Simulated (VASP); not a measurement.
# Fe (Im-3m) in VASP: further runs

Fe is run at these levels: r2SCAN; tasks: single point.

Everything below comes from runs of VASP 6.6.1. Logs are shortened: lines on timing, memory, paths and dates and some standing lists are left out, and cuts for length are marked.

### 1 The cell of the first run

The structure is cubic, space group Im-3m (No. 229). Conventional cell: a = 2.869 Å, b = 2.869 Å, c = 2.869 Å, α = 90.00°, β = 90.00°, γ = 90.00°. Fe (site symmetry m-3m) has 14 Fe at 2.48 to 2.87 Å within 3.3 Å.

### 2 Single point, r2SCAN, collinear spin, ferromagnetic start

Input file POSCAR:

```
Fe
1.0
   -1.4345540696      1.4345540696      1.4345540696
    1.4345540696     -1.4345540696      1.4345540696
    1.4345540696      1.4345540696     -1.4345540696
Fe
1
Direct
    0.0000000000      0.0000000000      0.0000000000
```

Input file INCAR.step1:

```
SYSTEM = Fe
PREC = Accurate ; ENCUT = 520
ISMEAR = -1 ; SIGMA = 0.05
LREAL = .False. ; LASPH = .True.
NELM = 150 ; ISPIN = 2
MAGMOM = 2.804 ; LMAXMIX = 4
NBANDS = 14 ; GGA = PE
ALGO = Normal ; EDIFF = 1E-4
LWAVE = .True. ; LCHARG = .False.
```

Input file INCAR.step2:

```
SYSTEM = Fe
PREC = Accurate ; ENCUT = 520
EDIFF = 1E-6 ; ISMEAR = -1
SIGMA = 0.05 ; LREAL = .False.
LASPH = .True. ; NELM = 150
ALGO = Normal ; ISIF = 2
LWAVE = .False. ; LCHARG = .True.
ISPIN = 2 ; MAGMOM = 2.804
LORBIT = 11 ; LMAXMIX = 4
METAGGA = R2SCAN ; LMIXTAU = .True.
LELF = .True. ; LVHAR = .True.
NBANDS = 14 ; ISTART = 1
```

Input file KPOINTS:

```
regular mesh
0
Gamma
  2 2 2
  0 0 0
```

Potentials or basis: VASP PAW PBE potentials, release 64 (Fe).

On the command line:

```sh
cat potpaw_PBE.64/Fe/POTCAR > POTCAR
cp INCAR.step1 INCAR
mpirun -np 1 vasp_std > vasp.out
cp INCAR.step2 INCAR
mpirun -np 1 vasp_std > vasp.out
```

OUTCAR:

```text
SYSTEM = Fe
   PREC = Accurate
   ENCUT = 520
   EDIFF = 1E-6
   ISMEAR = -1
   LREAL = .False.
   LASPH = .True.
   NELM = 150
   ISIF = 2
   ISPIN = 2
   LORBIT = 11
   METAGGA = R2SCAN
   ISTART = 1

 ion  position               nearest neighbor table
   1  0.000  0.000  0.000-

  LATTYP: Found a body centered cubic cell.
 ALAT       =     2.8691081392

  Lattice vectors:

 A1 = (  -1.4345540696,   1.4345540696,   1.4345540696)
 A2 = (   1.4345540696,  -1.4345540696,   1.4345540696)
 A3 = (   1.4345540696,   1.4345540696,  -1.4345540696)

Analysis of symmetry for initial positions (statically):
=====================================================================
 Subroutine PRICEL returns:
 Original cell was already a primitive cell.

 Routine SETGRP: Setting up the symmetry group for a
 body centered cubic supercell.

 Subroutine GETGRP returns: Found 48 space group operations
 (whereof 48 operations were pure point group operations)
 out of a pool of 48 trial point group operations.

The static configuration has the point symmetry O_h .

Analysis of symmetry for dynamics (positions and initial velocities):
=====================================================================
 Subroutine PRICEL returns:
 Original cell was already a primitive cell.

 Routine SETGRP: Setting up the symmetry group for a
 body centered cubic supercell.

 Subroutine GETGRP returns: Found 48 space group operations
 (whereof 48 operations were pure point group operations)
 out of a pool of 48 trial point group operations.

The dynamic configuration has the point symmetry O_h .

Analysis of structural, dynamic, and magnetic symmetry:
=====================================================================
 Subroutine PRICEL returns:
 Original cell was already a primitive cell.

 Routine SETGRP: Setting up the symmetry group for a
 body centered cubic supercell.

 Subroutine GETGRP returns: Found 48 space group operations
 (whereof 48 operations were pure point group operations)
 out of a pool of 48 trial point group operations.

The overall configuration has the point symmetry O_h .

 Subroutine INISYM returns: Found 48 space group operations
 (whereof 48 operations are pure point group operations),
 and found     1 'primitive' translations

----------------------------------------------------------------------------------------

                                     Primitive cell

  volume of cell :      11.8089

  direct lattice vectors                    reciprocal lattice vectors
    -1.434554070  1.434554070  1.434554070     0.000000000  0.348540366  0.348540366
     1.434554070 -1.434554070  1.434554070     0.348540366  0.000000000  0.348540366
[... 105 lines left out ...]

  energy without entropy =      -13.19338554  energy(sigma->0) =      -13.19935293

 E-fermi :   6.3216     XC(G=0): -13.7584

 val. band max:        6.2870539123   @ k =   0.0000   0.0000   0.0000
 cond. band min:       7.0963996035   @ k =   0.5000   0.0000   0.0000
 fundamental gap:      0.8093456912
 Fermi energy:         6.3216419122

 spin component 1

 k-point     1 :       0.0000    0.0000    0.0000
  band No.  band energies     occupation
      1      -4.2522      1.00000
      2       2.8328      1.00000
      3       2.8328      1.00000
      4       2.8328      1.00000
      5       3.8972      1.00000
      6       3.8972      1.00000
      7      29.9989      0.00000
      8      29.9989      0.00000
      9      29.9989      0.00000
     10      34.9344      0.00000
     11      34.9344      0.00000
     12      37.6334      0.00000
     13      37.6336      0.00000
     14      37.6336      0.00000
[... 19 lines left out ...]
  band No.  band energies     occupation
      1      -0.0445      1.00000
      2      -0.0444      1.00000
      3       5.1975      1.00000
      4       5.1975      1.00000
      5       5.1975      1.00000
      6      14.8291      0.00000
      7      14.8292      0.00000
      8      14.8293      0.00000
      9      20.0108      0.00000
     10      20.0109      0.00000
     11      25.8241      0.00000
     12      45.3629      0.00000
     13      52.5808      0.00000
     14      52.5809      0.00000
 Fermi energy:         6.3216419122

 spin component 2

 k-point     1 :       0.0000    0.0000    0.0000
  band No.  band energies     occupation
      1      -1.9755      1.00000
      2       6.2869      0.66722
      3       6.2870      0.66642
      4       6.2871      0.66636
      5       8.9987      0.00000
      6       8.9989      0.00000
      7      31.7744      0.00000
      8      31.7744      0.00000
      9      31.7744      0.00000
     10      37.6684      0.00000
     11      37.6687      0.00000
     12      39.5206      0.00000
     13      39.5206      0.00000
     14      39.5208      0.00000
[... 20 lines left out ...]
      1       4.1345      1.00000
      2       4.1345      1.00000
      3       9.1611      0.00000
      4       9.1614      0.00000
      5       9.1614      0.00000
      6      16.4136      0.00000
      7      16.4136      0.00000
      8      16.4136      0.00000
      9      23.8977      0.00000
     10      23.8982      0.00000
     11      28.6239      0.00000
     12      45.9435      0.00000
     13      55.6532      0.00000
     14      55.6533      0.00000

------------------------ aborting loop because EDIFF is reached ----------------------------------------

  FORCE on cell =-STRESS in cart. coord.  units (eV):
  Direction    XX          YY          ZZ          XY          YZ          ZX
  --------------------------------------------------------------------------------------
  -------------------------------------------------------------------------------------
  Total        1.3754448      1.3754448      1.3754448      0.0000000      0.0000000     -0.0000000
  in kB      186.6134648    186.6134648    186.6134648      0.0000000      0.0000000     -0.0000000
  external PRESSURE =     186.6134648 kB  Pullay stress =       0.0000000 kB

 VOLUME and BASIS-vectors are now :
 -----------------------------------------------------------------------------
  energy-cutoff  :      520.00
  volume of cell :       11.81
      direct lattice vectors                 reciprocal lattice vectors
    -1.434554070  1.434554070  1.434554070     0.000000000  0.348540366  0.348540366
     1.434554070 -1.434554070  1.434554070     0.348540366  0.000000000  0.348540366
     1.434554070  1.434554070 -1.434554070     0.348540366  0.348540366  0.000000000

 POSITION                                       TOTAL-FORCE (eV/Angst)
 -----------------------------------------------------------------------------------
      0.00000      0.00000      0.00000        -0.000000      0.000000     -0.000000
 -----------------------------------------------------------------------------------
    total drift:                                0.000000      0.000000      0.000000

  FREE ENERGIE OF THE ION-ELECTRON SYSTEM (eV)
  ---------------------------------------------------
  free  energy   TOTEN  =       -13.2053203147 eV

  energy  without entropy=      -13.1933855378  energy(sigma->0) =      -13.19935293

 total charge

# of ion       s       p       d       tot
------------------------------------------
    1        0.432   0.511   6.328   7.270

 magnetization (x)

# of ion       s       p       d       tot
------------------------------------------
    1       -0.021   0.511   2.985   3.474
```

Run time: 12 s. Hardware: 1 thread of Intel Xeon 6975P-C (Granite Rapids), shared host; peak memory 0.12 GiB.

What came out:

```
Free energy                                           : -13.2053 eV
Pressure                                              : 18.7 GPa
Net moment                                            : 3.75 μB per cell
Site moments                                          : Fe +3.47 μB
Valence electrons inside the program's atomic spheres : Fe 7.27
```

Levels at points of the mesh, in eV from the Fermi level:
Spin up:
| k point | band 4 | band 5 | band 6 | band 7 | band 8 | band 9 |
| --- | --- | --- | --- | --- | --- | --- |
| (0.00, 0.00, 0.00) | -3.49 | -2.42 | -2.42 | 23.68 | 23.68 | 23.68 |
| (0.50, 0.00, 0.00) | -2.21 | -1.53 | -0.86 | 5.81 | 16.79 | 19.27 |
| (0.50, 0.50, 0.50) | -1.12 | -1.12 | 8.51 | 8.51 | 8.51 | 13.69 |
Spin down:
```csv
k point,band 1,band 2,band 3,band 4,band 5
"(0.00, 0.00, 0.00)",-8.30,-0.03,-0.03,-0.03,2.68
"(0.50, 0.00, 0.00)",-3.33,-1.36,0.77,2.35,2.91
"(0.50, 0.50, 0.50)",-2.19,-2.19,2.84,2.84,2.84
```

Caveat: the k points lie up to 1.55 Å⁻¹ apart; the PAW data sets were made with another functional, which shifts forces and pressure a little.

### 3 Single point, r2SCAN, collinear spin, ferromagnetic start

POSCAR is that of step 2.

Input file INCAR.step1:

```
SYSTEM = Fe
PREC = Accurate ; ENCUT = 520
ISMEAR = -1 ; SIGMA = 0.05
LREAL = .FALSE. ; LASPH = .TRUE.
NELM = 150 ; ISPIN = 2
MAGMOM = 2.804 ; LMAXMIX = 4
NBANDS = 14 ; GGA = PE
ALGO = Normal ; EDIFF = 1E-4
LWAVE = .TRUE. ; LCHARG = .FALSE.
```

Input file INCAR.step2:

```
SYSTEM = Fe
PREC = Accurate ; ENCUT = 520
EDIFF = 1E-7 ; ISMEAR = -1
SIGMA = 0.05 ; LREAL = .FALSE.
LASPH = .TRUE. ; NELM = 150
ALGO = Normal ; ISIF = 2
LWAVE = .FALSE. ; LCHARG = .FALSE.
ISPIN = 2 ; MAGMOM = 2.804
LORBIT = 11 ; LMAXMIX = 4
METAGGA = R2SCAN ; LMIXTAU = .TRUE.
NBANDS = 14 ; ISTART = 1
```

Input file KPOINTS:

```
regular mesh
0
G
  4 4 4
  0 0 0
```

Potentials or basis: VASP PAW PBE potentials, release 64 (Fe).

On the command line:

```sh
cat potpaw_PBE.64/Fe/POTCAR > POTCAR
cp INCAR.step1 INCAR
mpirun -np 1 vasp_std > vasp.out
cp INCAR.step2 INCAR
mpirun -np 1 vasp_std > vasp.out
```

It took 19 s on 1 thread of Intel Xeon 6975P-C (Granite Rapids), shared host; peak memory 0.12 GiB.

It converged, with:

| Quantity | Value |
| --- | --- |
| Free energy | -14.3382 eV |
| Pressure | -0.9 GPa |
| Net moment | 2.60 μB per cell |
| Site moments | Fe +2.69 μB |
| Valence electrons inside the program's atomic spheres | Fe 7.20 |

Levels at points of the mesh, in eV from the Fermi level:
Spin up:
```tsv
k point	band 1	band 2	band 3	band 4	band 5	band 6	band 7	band 8	band 9	band 10
(0.00, 0.00, 0.00)	-8.82	-3.42	-3.42	-3.42	-2.23	-2.23	25.25	25.25	25.25	30.12
(0.50, 0.00, 0.00)	-5.70	-4.41	-2.19	-2.08	-0.89	0.23	6.50	18.44	19.78	22.99
(0.50, 0.50, 0.50)	-5.64	-5.64	-1.15	-1.15	-1.15	9.55	9.55	9.55	15.15	15.15
```
Spin down:
| k point | band 1 | band 2 | band 3 | band 4 | band 5 | band 6 |
| --- | --- | --- | --- | --- | --- | --- |
| (0.00, 0.00, 0.00) | -9.58 | -0.01 | -0.01 | -0.01 | 2.17 | 2.17 |
| (0.50, 0.00, 0.00) | -3.91 | -1.43 | -0.49 | 2.01 | 2.47 | 3.03 |
| (0.50, 0.50, 0.50) | -3.09 | -3.09 | 2.72 | 2.73 | 2.73 | 9.84 |

Caveat: the k points lie up to 0.77 Å⁻¹ apart; the PAW data sets were made with another functional, which shifts forces and pressure a little.

### 4 Single point, r2SCAN, collinear spin, ferromagnetic start

POSCAR is that of step 3.

Input file INCAR.step1:

```
SYSTEM = Fe
PREC     = Accurate       ! precision mode
ENCUT    = 520            ! plane-wave cutoff, eV
ISMEAR   = -1             ! smearing method
SIGMA    = 0.05           ! smearing width, eV
LREAL    = .False.        ! projectors in reciprocal space
LASPH    = .True.         ! aspherical terms in the spheres
NELM     = 150            ! most SCF steps
ISPIN    = 2              ! spin polarisation
MAGMOM   = 2.804          ! initial moments
LMAXMIX  = 4              ! l up to which the mixer works
NBANDS   = 14             ! bands
GGA      = PE             ! functional
ALGO     = Normal         ! electronic algorithm
EDIFF    = 1E-4           ! SCF threshold, eV
LWAVE    = .True.         ! write WAVECAR
LCHARG   = .False.        ! write CHGCAR
```

Input file INCAR.step2:

```
SYSTEM = Fe
PREC     = Accurate       ! precision mode
ENCUT    = 520            ! plane-wave cutoff, eV
EDIFF    = 1E-6           ! SCF threshold, eV
ISMEAR   = -1             ! smearing method
SIGMA    = 0.05           ! smearing width, eV
LREAL    = .False.        ! projectors in reciprocal space
LASPH    = .True.         ! aspherical terms in the spheres
NELM     = 150            ! most SCF steps
ALGO     = Normal         ! electronic algorithm
ISIF     = 2              ! what is computed and relaxed
LWAVE    = .False.        ! write WAVECAR
LCHARG   = .True.         ! write CHGCAR
ISPIN    = 2              ! spin polarisation
MAGMOM   = 2.804          ! initial moments
LORBIT   = 11             ! projections on sites
LMAXMIX  = 4              ! l up to which the mixer works
METAGGA  = R2SCAN         ! meta-GGA
LMIXTAU  = .True.       
LELF     = .True.         ! ELF
LVHAR    = .True.       
NBANDS   = 14             ! bands
ISTART   = 1
```

Input file KPOINTS:

```
regular mesh
0
Gamma
  5 5 5
  0 0 0
```

On the command line:

```sh
cat potpaw_PBE.64/Fe/POTCAR > POTCAR
cp INCAR.step1 INCAR
mpirun -np 1 vasp_std > vasp.out
cp INCAR.step2 INCAR
mpirun -np 1 vasp_std > vasp.out
```

Run time: 23 s. Hardware: 1 thread of Intel Xeon 6975P-C (Granite Rapids), shared host; peak memory 0.12 GiB.

It converged, with:

```yaml
Free_energy: -14.3473 eV
Pressure: 6.0 GPa
Net_moment: 2.88 μB per cell
Site_moments: Fe +2.93 μB
Valence_electrons_inside_the_program's_atomic_spheres: Fe 7.19
```

Levels at points of the mesh, in eV from the Fermi level:
Spin up:
| k point | band 3 | band 4 | band 5 | band 6 | band 7 | band 8 |
| --- | --- | --- | --- | --- | --- | --- |
| (0.00, 0.00, 0.00) | -3.35 | -3.35 | -2.09 | -2.09 | 25.41 | 25.41 |
Spin down:
| k point | band 1 | band 2 | band 3 | band 4 | band 5 | band 6 | band 7 |
| --- | --- | --- | --- | --- | --- | --- | --- |
| (0.00, 0.00, 0.00) | -9.14 | 0.39 | 0.39 | 0.39 | 2.48 | 2.48 | 25.18 |

Caveat: the k points lie up to 0.62 Å⁻¹ apart; the PAW data sets were made with another functional, which shifts forces and pressure a little.

### 5 Single point, r2SCAN, collinear spin, ferromagnetic start

POSCAR is that of step 4.

Input file INCAR.step1:

```
SYSTEM = Fe
ALGO = Normal
EDIFF = 1E-4
ENCUT = 520
GGA = PE
ISMEAR = -1
ISPIN = 2
LASPH = .True.
LCHARG = .False.
LMAXMIX = 4
LREAL = .False.
LWAVE = .True.
MAGMOM = 2.804
NBANDS = 14
NELM = 150
PREC = Accurate
SIGMA = 0.05
```

Input file INCAR.step2:

```
SYSTEM = Fe
ALGO = Normal
EDIFF = 1E-6
ENCUT = 520
ISIF = 2
ISMEAR = -1
ISPIN = 2
ISTART = 1
LASPH = .True.
LCHARG = .True.
LELF = .True.
LMAXMIX = 4
LMIXTAU = .True.
LORBIT = 11
LREAL = .False.
LVHAR = .True.
LWAVE = .False.
MAGMOM = 2.804
METAGGA = R2SCAN
NBANDS = 14
NELM = 150
PREC = Accurate
SIGMA = 0.05
```

Input file KPOINTS:

```
k-points
0
Gamma
  7 7 7
  0 0 0
```

On the command line:

```sh
cat potpaw_PBE.64/Fe/POTCAR > POTCAR
cp INCAR.step1 INCAR
mpirun -np 1 vasp_std > vasp.out
cp INCAR.step2 INCAR
mpirun -np 1 vasp_std > vasp.out
```

Run time: 20 s. Hardware: 1 thread of Intel Xeon 6975P-C (Granite Rapids), shared host; peak memory 0.12 GiB.

It converged, with:

* Free energy: -14.3472 eV
* Pressure: -4.8 GPa
* Net moment: 2.53 μB per cell
* Site moments: Fe +2.60 μB
* Valence electrons inside the program's atomic spheres: Fe 7.19

Levels at points of the mesh, in eV from the Fermi level:
Spin up:
```csv
k point,band 1,band 2,band 3,band 4,band 5,band 6,band 7,band 8,band 9,band 10
"(0.00, 0.00, 0.00)",-8.35,-2.89,-2.89,-2.89,-1.75,-1.75,25.74,25.74,25.74,30.54
```
Spin down:
| k point | band 1 | band 2 | band 3 | band 4 | band 5 | band 6 | band 7 |
| --- | --- | --- | --- | --- | --- | --- | --- |
| (0.00, 0.00, 0.00) | -9.00 | 0.33 | 0.33 | 0.33 | 2.61 | 2.61 | 25.36 |

Caveat: the k points lie up to 0.44 Å⁻¹ apart; the PAW data sets were made with another functional, which shifts forces and pressure a little.

### 6 Overview

| k mesh | gap on the mesh (eV) | pressure (GPa) | moment (μB) |
| --- | --- | --- | --- |
| 2 × 2 × 2 | none | 18.7 | 3.75 |
| 4 × 4 × 4 | none | -0.9 | 2.60 |
| 5 × 5 × 5 | none | 6.0 | 2.88 |
| 7 × 7 × 7 | none | -4.8 | 2.53 |

Alike in all rows: task single point; level r2SCAN; potentials or basis VASP PAW PBE potentials, release 64 (Fe); spin collinear, ferromagnetic start; cell as given; cutoff (eV) 520; smearing fermi-dirac 0.05 eV.

Caveats: all runs use coarse meshes; the PAW data sets were made with another functional, which shifts forces and pressure a little.

Absolute energies hang on the potentials; compare differences alone.
